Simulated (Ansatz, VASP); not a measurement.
## One calculation of InAs, two programs

File INCAR:

```
SYSTEM = InAs
ALGO = Normal ; EDIFF = 1E-7
ENCUT = 520 ; GGA = PE
ISIF = 2 ; ISMEAR = 0
LASPH = .True. ; LCHARG = .True.
LELF = .True. ; LREAL = .False.
LVHAR = .True. ; LWAVE = .False.
NBANDS = 16 ; NELM = 80
PREC = Accurate ; SIGMA = 0.15
```

KPOINTS

```
k-points
0
Gamma
  16 16 16
  0 0 0
```

POSCAR

```
InAs
1.0
    0.0000000000      3.1397803528      3.0469789630
    3.1397803528      0.0000000000      3.0469789630
    3.1397803528      3.1397803528      0.0000000000
In As
1 1
Direct
    0.0000000000      0.0000000000      0.0000000000
    0.7500000000      0.7500000000      0.7500000000
```

Input for Ansatz:

```yaml
crystal:
  lattice:
    - [0.0, 3.1397803528, 3.046978963]
    - [3.1397803528, 0.0, 3.046978963]
    - [3.1397803528, 3.1397803528, 0.0]
  atoms:
    - { symbol: In, position: [0.0, 0.0, 0.0] }
    - { symbol: As, position: [0.75, 0.75, 0.75] }
basis:
  ecutwfc: 420
kpoints:
  mp_grid: { grid: [16, 16, 16] }
hamiltonian:
  xc: pbe
scf:
  occupations: { method: gaussian, width: 0.15 }
output:
  forces: true
  stress: true
  eigenvalues: true
```

Change from the starting cell: strain +0.015 along x and y, -0.015 along z, atoms carried along.

Alike in both runs: task single point; functional PBE; k mesh 16 × 16 × 16; occupations gaussian, width 0.15 eV; no spin polarisation.

|  | VASP | Ansatz |
| --- | --- | --- |
| version | VASP 6.6.1 | Ansatz 0.2.0 |
| potentials or method | VASP PAW PBE potentials, release 64 (In_d, As), cutoff 520 eV | scalar-relativistic, plane waves, PAW |
| valence electrons in the cell | 18 | 28 |

```csv
,VASP,Ansatz,Ansatz less VASP
pressure (GPa),-0.7,-0.7,-0.04
"traceless stress, the component that is largest in VASP (GPa)",0.63,0.63,+0.001
```

VASP's potentials hold 18 valence electrons a cell and Ansatz's 28, so a difference there can come from the potentials and not from the codes.
